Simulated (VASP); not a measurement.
# AlN (P6_3mc) in VASP: notebook, part 2 of 2

VASP 6.6.1. The steps go on from the part before.

## (4) Single point, PBE

This run uses another cell than the first one, of 8.99 Å³/atom, 0.846 times its volume.

The input, INCAR:

```
SYSTEM = AlN
PREC = Accurate
ENCUT = 520
EDIFF = 1E-7
ISMEAR = 0
SIGMA = 0.05
LREAL = .False.
LASPH = .True.
NELM = 60
ALGO = Normal
ISIF = 2
LWAVE = .False.
LCHARG = .False.
GGA = PE
NBANDS = 16
```

The input, KPOINTS:

```
Automatic mesh
0
Gamma
  9 9 6
  0 0 0
```

The input, POSCAR:

```
AlN
1.0
    3.0673000000      0.0000000000      0.0000000000
   -1.5336500000      2.6563597210      0.0000000000
    0.0000000000      0.0000000000      4.4149000000
Al N
2 2
Direct
    0.3333333333      0.6666666667     -0.0163746038
    0.6666666667      0.3333333333      0.4836253962
    0.3333333333      0.6666666667      0.4013746038
    0.6666666667      0.3333333333      0.9013746038
```

Potentials or basis: VASP PAW PBE potentials, release 64 (Al, N).

On the command line:

```sh
$ cat potpaw_PBE.64/Al/POTCAR potpaw_PBE.64/N/POTCAR > POTCAR
$ mpirun -np 1 vasp_std > vasp.out
```

OUTCAR:

```text
SYSTEM = AlN
   PREC = Accurate
   ENCUT = 520
   EDIFF = 1E-7
   ISMEAR = 0
   LREAL = .False.
   LASPH = .True.
   NELM = 60
   ISIF = 2
   GGA = PE

 ion  position               nearest neighbor table
   1  0.333  0.667  0.984-   4 1.81   4 1.81   4 1.81   3 1.84   3 2.57   2 2.83   2 2.83   2 2.83
                             2 2.83   2 2.83   2 2.83
   2  0.667  0.333  0.484-   3 1.81   3 1.81   3 1.81   4 1.84   4 2.57   1 2.83   1 2.83   1 2.83
                             1 2.83   1 2.83   1 2.83
   3  0.333  0.667  0.401-   2 1.81   2 1.81   2 1.81   1 1.84   1 2.57
   4  0.667  0.333  0.901-   1 1.81   1 1.81   1 1.81   2 1.84   2 2.57

  LATTYP: Found a hexagonal cell.
 ALAT       =     3.0673000000
 C/A-ratio  =     1.4393440485

  Lattice vectors:

 A1 = (   3.0673000000,   0.0000000000,   0.0000000000)
 A2 = (  -1.5336500000,   2.6563597210,   0.0000000000)
 A3 = (   0.0000000000,   0.0000000000,   4.4149000000)

Analysis of symmetry for initial positions (statically):
=====================================================================
 Subroutine PRICEL returns:
 Original cell was already a primitive cell.

 Routine SETGRP: Setting up the symmetry group for a
 hexagonal supercell.

 Subroutine GETGRP returns: Found 12 space group operations
 (whereof  6 operations were pure point group operations)
 out of a pool of 24 trial point group operations.

The static configuration has the point symmetry C_3v.
 The point group associated with its full space group is C_6v.

Analysis of symmetry for dynamics (positions and initial velocities):
=====================================================================
 Subroutine PRICEL returns:
 Original cell was already a primitive cell.

 Routine SETGRP: Setting up the symmetry group for a
 hexagonal supercell.

 Subroutine GETGRP returns: Found 12 space group operations
 (whereof  6 operations were pure point group operations)
 out of a pool of 24 trial point group operations.

The dynamic configuration has the point symmetry C_3v.
 The point group associated with its full space group is C_6v.

 Subroutine INISYM returns: Found 12 space group operations
 (whereof  6 operations are pure point group operations),
 and found     1 'primitive' translations

----------------------------------------------------------------------------------------

                                     Primitive cell

  volume of cell :      35.9720

  direct lattice vectors                    reciprocal lattice vectors
     3.067300000  0.000000000  0.000000000     0.326019626  0.188227519  0.000000000
    -1.533650000  2.656359721  0.000000000     0.000000000  0.376455038  0.000000000
     0.000000000  0.000000000  4.414900000     0.000000000  0.000000000  0.226505697

  length of vectors
     3.067300000  3.067300000  4.414900000     0.376455038  0.376455038  0.226505697

  position of ions in fractional coordinates (direct lattice)
     0.333333333  0.666666667  0.983625396
     0.666666667  0.333333333  0.483625396
     0.333333333  0.666666667  0.401374604
     0.666666667  0.333333333  0.901374604

  ion indices of the primitive-cell ions
   primitive index   ion index
                 1           1
                 2           2
                 3           3
                 4           4

[... 21 lines left out ...]
 Subroutine IBZKPT returns following result:
 ===========================================

 Found     48 irreducible k-points:

 Following reciprocal coordinates:
            Coordinates               Weight
  0.000000  0.000000  0.000000      1.000000
  0.111111  0.000000  0.000000      6.000000
  0.222222  0.000000  0.000000      6.000000
  0.333333  0.000000  0.000000      6.000000
  0.444444  0.000000  0.000000      6.000000
  0.111111  0.111111  0.000000      6.000000
[... 16 lines left out ...]
  0.333333  0.222222  0.166667     24.000000
  0.333333  0.333333  0.166667      4.000000
 [... further k-points ...]
   k-points           NKPTS =     48   k-points in BZ     NKDIM =     48   number of bands    NBANDS=     16
   number of dos      NEDOS =    301   number of ions     NIONS =      4
   total plane-waves  NPLWV =  20736
   dimension x,y,z NGX =    24 NGY =   24 NGZ =   36
   dimension x,y,z NGXF=    48 NGYF=   48 NGZF=   72
   ions per type =               2   2
   NGX,Y,Z   is equivalent  to a cutoff of  13.01, 13.01, 13.56 a.u.
   NGXF,Y,Z  is equivalent  to a cutoff of  26.02, 26.02, 27.11 a.u.
 SYSTEM =  AlN
   PREC   = accura    normal or accurate (medium, high low for compatibility)
   ISTART =      0    job   : 0-new  1-cont  2-samecut
   ICHARG =      2    charge: 1-file 2-atom 10-const
   ISPIN  =      1    spin polarized calculation?
   LNONCOLLINEAR =      F non collinear calculations
   LSORBIT =      F    spin-orbit coupling
   LASPH  =      T    aspherical Exc in radial PAW
   ENCUT  =  520.0 eV  38.22 Ry    6.18 a.u.   5.70  5.70  8.21*2*pi/ulx,y,z
   NELM   =     60;   NELMIN=  2; NELMDL= -5     # of ELM steps
   EDIFF  = 0.1E-06   stopping-criterion for ELM
   LREAL  =      F    real-space projection
   EDIFFG = 0.1E-05   stopping-criterion for IOM
   NSW    =      0    number of steps for IOM
   IBRION =     -1    ionic relax: 0-MD 1-quasi-New 2-CG
   NFREE  =      0    steps in history (QN), initial steepest desc. (CG)
   ISIF   =      2    stress and relaxation
   ISYM   =      2    0-nonsym 1-usesym 2-fastsym
   POTIM  = 0.5000    time-step for ionic-motion
   TEBEG  =    0.0;   TEEND  =   0.0 temperature during run
   PSTRESS=    0.0 pullay stress
   NELECT =      16.0000    total number of electrons
   NUPDOWN=      -1.0000    fix difference up-down
   EMIN   =  10.00;   EMAX   =-10.00  energy-range for DOS
   EFERMI =   0.00;   METHOD = LEGACY
   ISMEAR =     0;   SIGMA  =   0.05  broadening in eV -4-tet -1-fermi 0-gaus
   EFERMI_NEDOS =   21; number of points for ismear=-14 and -15
   IALGO  =     38    algorithm
   IMIX   =      4    mixing-type and parameters
     AMIX     =   0.40;   BMIX     =  1.00
     AMIX_MAG =   1.60;   BMIX_MAG =  1.00
  volume/ion in A,a.u.               =       8.99        60.69
  Fermi-wavevector in a.u.,A,eV,Ry     =   1.249665  2.361524 21.247698  1.561662
  Thomas-Fermi vector in A             =   2.383695
   LORBIT       =      0    0 simple, 1 ext, 2 COOP (PROOUT), +10 PAW based schemes
   GGA     = PE    functional components
   LHFCALC =     F    Hartree Fock is set to
   AEXX    =    0.0000 exact exchange contribution
   IVDW    =     0    specifies the selected vdW correction
   LEPSILON=     F    determine dielectric tensor
   LRPA    =     F    only Hartree local field effects (RPA)
 non-spin polarized calculation
 Gauss-broadening in eV      SIGMA  =   0.05
  energy-cutoff  :      520.00
  volume of cell :       35.97
 maximum number of plane-waves:      1000
 NGX is ok and might be reduce to    24
   NGX = 11   NGY = 11   NGZ = 17

 number of electron      15.9999998 magnetization

 Free energy of the ion-electron system (eV)
  ---------------------------------------------------
  ext. energy  EPLUGINS =         0.00000000
  ---------------------------------------------------
  free energy    TOTEN  =       -28.91346328 eV

  energy without entropy =      -28.91346328  energy(sigma->0) =      -28.91346328

 E-fermi :   8.8813     XC(G=0): -11.5891

 val. band max:        8.6068055226   @ k =   0.0000   0.0000   0.0000
 cond. band min:      13.2632549251   @ k =   0.0000   0.0000   0.0000
 fundamental gap:      4.6564494025
 Fermi energy:         8.8812591442

 k-point     1 :       0.0000    0.0000    0.0000
  band No.  band energies     occupation
      1      -8.4536      2.00000
      2      -5.2016      2.00000
      3       1.3708      2.00000
      4       6.1348      2.00000
      5       6.1348      2.00000
      6       7.2213      2.00000
[... 433 lines left out ...]
      3       2.1296      2.00000
      4       3.1767      2.00000
      5       3.1767      2.00000
      6       5.0146      2.00000
[... 8 lines left out ...]
     15      21.4380      0.00000
     16      24.0280      0.00000

 [... further k-points ...]
[... 5 lines left out ...]
  --------------------------------------------------------------------------------------
  -------------------------------------------------------------------------------------
  Total        8.4341688      8.4341688      9.6587686      0.0000000     -0.0000000      0.0000000
  in kB      375.6547295    375.6547294    430.1979449      0.0000000     -0.0000000      0.0000000
  external PRESSURE =     393.8358013 kB  Pullay stress =       0.0000000 kB

 VOLUME and BASIS-vectors are now :
 -----------------------------------------------------------------------------
  energy-cutoff  :      520.00
  volume of cell :       35.97
      direct lattice vectors                 reciprocal lattice vectors
     3.067300000  0.000000000  0.000000000     0.326019626  0.188227519  0.000000000
    -1.533650000  2.656359721  0.000000000     0.000000000  0.376455038  0.000000000
     0.000000000  0.000000000  4.414900000     0.000000000  0.000000000  0.226505697

 POSITION                                       TOTAL-FORCE (eV/Angst)
 -----------------------------------------------------------------------------------
     -0.00000      1.77091      4.34261         0.000000     -0.000000      0.001004
      1.53365      0.88545      2.13516        -0.000000      0.000000      0.001004
     -0.00000      1.77091      1.77203         0.000000      0.000000     -0.001004
      1.53365      0.88545      3.97948        -0.000000     -0.000000     -0.001004
 -----------------------------------------------------------------------------------
    total drift:                               -0.000000     -0.000000     -0.000808

  FREE ENERGIE OF THE ION-ELECTRON SYSTEM (eV)
  ---------------------------------------------------
  free  energy   TOTEN  =       -28.9134632808 eV

  energy  without entropy=      -28.9134632808  energy(sigma->0) =      -28.91346328
```

stdout:

```text
POSCAR found type information on POSCAR AlN
 POSCAR found :  2 types and       4 ions
 scaLAPACK will be used
 LDA part: xc-table for (Slater+PW92), standard interpolation
 POSCAR, INCAR and KPOINTS ok, starting setup
 FFT: planning ... GRIDC
 FFT: planning ... GRID_SOFT
 FFT: planning ... GRID
 WAVECAR not read
 entering main loop
```

It took 8.8 s on 1 thread of Intel Xeon 6975P-C (Granite Rapids), shared host; peak memory 0.15 GiB.

What came out:

```yaml
Free_energy: -28.9135 eV
Pressure: 39.4 GPa
Band_gap_on_the_k_mesh: 4.66 eV, direct
```

Stress tensor (GPa, compression positive):
```
37.57  0.00  0.00
 0.00 37.57  0.00
 0.00  0.00 43.02
```

## (5) Single point, PBE

This run uses another cell than the first one, of 9.18 Å³/atom, 0.864 times its volume.

The input, INCAR:

```
SYSTEM = AlN
ALGO = Normal
EDIFF = 1E-6
ENCUT = 520
GGA = PE
ISIF = 2
ISMEAR = 0
LASPH = .True.
LCHARG = .False.
LREAL = .False.
LWAVE = .False.
NBANDS = 16
NELM = 60
PREC = Accurate
SIGMA = 0.05
```

The input, KPOINTS:

```
k-points
0
Gamma
  9 9 6
  0 0 0
```

The input, POSCAR:

```
AlN
1.0
    3.0986000000      0.0000000000      0.0000000000
   -1.5493000000      2.6834663162      0.0000000000
    0.0000000000      0.0000000000      4.4149000000
Al N
2 2
Direct
    0.3333333333      0.6666666667     -0.0180033722
    0.6666666667      0.3333333333      0.4819966278
    0.3333333333      0.6666666667      0.4030033722
    0.6666666667      0.3333333333      0.9030033722
```

Potentials or basis: VASP PAW PBE potentials, release 64 (Al, N).

On the command line:

```sh
$ cat potpaw_PBE.64/Al/POTCAR potpaw_PBE.64/N/POTCAR > POTCAR
$ mpirun -np 1 vasp_std > vasp.out
```

OUTCAR:

```text
SYSTEM = AlN
   EDIFF = 1E-6
   ENCUT = 520
   GGA = PE
   ISIF = 2
   ISMEAR = 0
   LASPH = .True.
   LREAL = .False.
   NELM = 60
   PREC = Accurate

 ion  position               nearest neighbor table
   1  0.333  0.667  0.982-   4 1.82   4 1.82   4 1.82   3 1.86   3 2.56   2 2.84   2 2.84   2 2.84
                             2 2.84   2 2.84   2 2.84
   2  0.667  0.333  0.482-   3 1.82   3 1.82   3 1.82   4 1.86   4 2.56   1 2.84   1 2.84   1 2.84
                             1 2.84   1 2.84   1 2.84
   3  0.333  0.667  0.403-   2 1.82   2 1.82   2 1.82   1 1.86   1 2.56
   4  0.667  0.333  0.903-   1 1.82   1 1.82   1 1.82   2 1.86   2 2.56

  LATTYP: Found a hexagonal cell.
 ALAT       =     3.0986000000
 C/A-ratio  =     1.4248047505

  Lattice vectors:

 A1 = (   3.0986000000,   0.0000000000,   0.0000000000)
 A2 = (  -1.5493000000,   2.6834663162,   0.0000000000)
 A3 = (   0.0000000000,   0.0000000000,   4.4149000000)

Analysis of symmetry for initial positions (statically):
=====================================================================
 Subroutine PRICEL returns:
 Original cell was already a primitive cell.

 Routine SETGRP: Setting up the symmetry group for a
 hexagonal supercell.

 Subroutine GETGRP returns: Found 12 space group operations
 (whereof  6 operations were pure point group operations)
 out of a pool of 24 trial point group operations.

The static configuration has the point symmetry C_3v.
 The point group associated with its full space group is C_6v.

Analysis of symmetry for dynamics (positions and initial velocities):
=====================================================================
 Subroutine PRICEL returns:
 Original cell was already a primitive cell.

 Routine SETGRP: Setting up the symmetry group for a
 hexagonal supercell.

 Subroutine GETGRP returns: Found 12 space group operations
 (whereof  6 operations were pure point group operations)
 out of a pool of 24 trial point group operations.

[... 121 lines left out ...]
   EFERMI_NEDOS =   21; number of points for ismear=-14 and -15
   IALGO  =     38    algorithm
   IMIX   =      4    mixing-type and parameters
     AMIX     =   0.40;   BMIX     =  1.00
     AMIX_MAG =   1.60;   BMIX_MAG =  1.00
  volume/ion in A,a.u.               =       9.18        61.93
  Fermi-wavevector in a.u.,A,eV,Ry     =   1.241235  2.345594 20.962008  1.540664
  Thomas-Fermi vector in A             =   2.375641
   LORBIT       =      0    0 simple, 1 ext, 2 COOP (PROOUT), +10 PAW based schemes
   GGA     = PE    functional components
   LHFCALC =     F    Hartree Fock is set to
   AEXX    =    0.0000 exact exchange contribution
   IVDW    =     0    specifies the selected vdW correction
   LEPSILON=     F    determine dielectric tensor
   LRPA    =     F    only Hartree local field effects (RPA)
 non-spin polarized calculation
 Gauss-broadening in eV      SIGMA  =   0.05
  energy-cutoff  :      520.00
  volume of cell :       36.71
 maximum number of plane-waves:      1000
 NGX is ok and might be reduce to    24
   NGX = 11   NGY = 11   NGZ = 17

 number of electron      15.9999997 magnetization

 Free energy of the ion-electron system (eV)
  ---------------------------------------------------
  ext. energy  EPLUGINS =         0.00000000
  ---------------------------------------------------
  free energy    TOTEN  =       -29.06821324 eV

  energy without entropy =      -29.06821324  energy(sigma->0) =      -29.06821324

 E-fermi :   8.6495     XC(G=0): -11.4980

 val. band max:        8.4339306953   @ k =   0.0000   0.0000   0.0000
 cond. band min:      12.8437086321   @ k =   0.0000   0.0000   0.0000
 fundamental gap:      4.4097779369
 Fermi energy:         8.6494954657

 k-point     1 :       0.0000    0.0000    0.0000
  band No.  band energies     occupation
      1      -8.5346      2.00000
      2      -5.3072      2.00000
      3       1.2847      2.00000
      4       5.8897      2.00000
      5       5.8897      2.00000
      6       7.0115      2.00000
[... 433 lines left out ...]
      3       1.9975      2.00000
      4       3.0021      2.00000
      5       3.0021      2.00000
      6       4.8943      2.00000
[... 8 lines left out ...]
     15      20.9439      0.00000
     16      23.4392      0.00000

 [... further k-points ...]
[... 5 lines left out ...]
  --------------------------------------------------------------------------------------
  -------------------------------------------------------------------------------------
  Total        6.7782558      6.7782558      8.4103606      0.0000000      0.0000000      0.0000000
  in kB      295.8325784    295.8325784    367.0647346      0.0000000      0.0000000      0.0000000
  external PRESSURE =     319.5766305 kB  Pullay stress =       0.0000000 kB

 VOLUME and BASIS-vectors are now :
 -----------------------------------------------------------------------------
  energy-cutoff  :      520.00
  volume of cell :       36.71
      direct lattice vectors                 reciprocal lattice vectors
     3.098600000  0.000000000  0.000000000     0.322726393  0.186326170  0.000000000
    -1.549300000  2.683466316  0.000000000     0.000000000  0.372652339  0.000000000
     0.000000000  0.000000000  4.414900000     0.000000000  0.000000000  0.226505697

 POSITION                                       TOTAL-FORCE (eV/Angst)
 -----------------------------------------------------------------------------------
     -0.00000      1.78898      4.33542         0.000000      0.000000      0.001802
      1.54930      0.89449      2.12797        -0.000000     -0.000000      0.001802
     -0.00000      1.78898      1.77922        -0.000000     -0.000000     -0.001802
      1.54930      0.89449      3.98667         0.000000      0.000000     -0.001802
 -----------------------------------------------------------------------------------
    total drift:                               -0.000000      0.000000      0.000667

  FREE ENERGIE OF THE ION-ELECTRON SYSTEM (eV)
  ---------------------------------------------------
  free  energy   TOTEN  =       -29.0682132422 eV

  energy  without entropy=      -29.0682132422  energy(sigma->0) =      -29.06821324
```

OSZICAR:

```text
N       E                     dE             d eps       ncg     rms          rms(c)
DAV:   1     0.419553442263E+02    0.41955E+02   -0.75125E+03  1536   0.909E+02
DAV:   2    -0.311503646912E+02   -0.73106E+02   -0.68409E+02  2112   0.197E+02
DAV:   3    -0.342097786319E+02   -0.30594E+01   -0.30533E+01  1880   0.418E+01
DAV:   4    -0.342262693678E+02   -0.16491E-01   -0.16490E-01  1896   0.338E+00
DAV:   5    -0.342264767028E+02   -0.20734E-03   -0.20733E-03  1872   0.383E-01    0.129E+01
DAV:   6    -0.290994111580E+02    0.51271E+01   -0.10013E+01  1904   0.241E+01    0.445E+00
DAV:   7    -0.290833023247E+02    0.16109E-01   -0.85939E-01  1688   0.661E+00    0.312E+00
DAV:   8    -0.290733712887E+02    0.99310E-02   -0.64722E-02  1704   0.223E+00    0.575E-01
DAV:   9    -0.290677450578E+02    0.56262E-02   -0.13740E-02  2032   0.912E-01    0.239E-01
DAV:  10    -0.290683062694E+02   -0.56121E-03   -0.23269E-03  1664   0.315E-01    0.144E-01
DAV:  11    -0.290682099895E+02    0.96280E-04   -0.24370E-04  1712   0.125E-01    0.263E-02
DAV:  12    -0.290682134815E+02   -0.34920E-05   -0.12831E-05  1808   0.290E-02    0.859E-03
DAV:  13    -0.290682132422E+02    0.23935E-06   -0.38807E-06  1736   0.160E-02
   1 F= -.29068213E+02 E0= -.29068213E+02  d E =-.491372E-12
```

Run time: 8.4 s. Hardware: 1 thread of Intel Xeon 6975P-C (Granite Rapids), shared host; peak memory 0.15 GiB.

Results:

```yaml
Free_energy: -29.0682 eV
Pressure: 32.0 GPa
Band_gap_on_the_k_mesh: 4.41 eV, direct
```

Levels at points of the mesh, in eV from the valence-band top:
```tsv
k point	band 6	band 7	band 8	band 9	band 10	band 11
(0.00, 0.00, 0.00)	-1.42	-1.42	0.00	4.41	6.03	10.02
(0.00, 0.00, 0.50)	-2.01	-2.01	-2.01	6.50	6.50	10.31
```

## (6) Overview

| cell | gap on the mesh (eV) | pressure (GPa) |
| --- | --- | --- |
| a = 3.192, b = 3.193, c = 4.816 Å, angles 90.0, 90.0, 120.0°, 4 atoms | 3.70 | -0.9 |
| a = 3.036, b = 3.036, c = 4.415 Å, angles 90.0, 90.0, 120.0°, 4 atoms | 4.88 | 47.4 |
| a = 3.067, b = 3.067, c = 4.415 Å, angles 90.0, 90.0, 120.0°, 4 atoms | 4.66 | 39.4 |
| a = 3.099, b = 3.099, c = 4.415 Å, angles 90.0, 90.0, 120.0°, 4 atoms | 4.41 | 32.0 |

Alike in all rows: task single point; level PBE; potentials or basis VASP PAW PBE potentials, release 64 (Al, N); no spin polarisation; k mesh 9 × 9 × 6; cutoff (eV) 520; smearing gaussian 0.05 eV.

Total energies depend on the potentials used, so only differences within one code and one set of settings carry meaning.

## (7) How close it comes

Step 2. Against the measured gap of AlN, 6.034 eV (an exciton energy, a little under the gap; 10 K; quoted in “Self-assembly of well-separated AlN nanowires directly on sputtered metallic TiN films”, 2019, arxiv:1910.07391), the calculated 3.70 eV is off by -2.33 eV. 2 values of this kind are on record (6.034 to 6.0343 eV); this one was drawn at random. The value is that of PBE on a finite k mesh, which can miss the band edges, without temperature or zero-point motion. Semilocal functionals fall short of measured gaps as a rule.
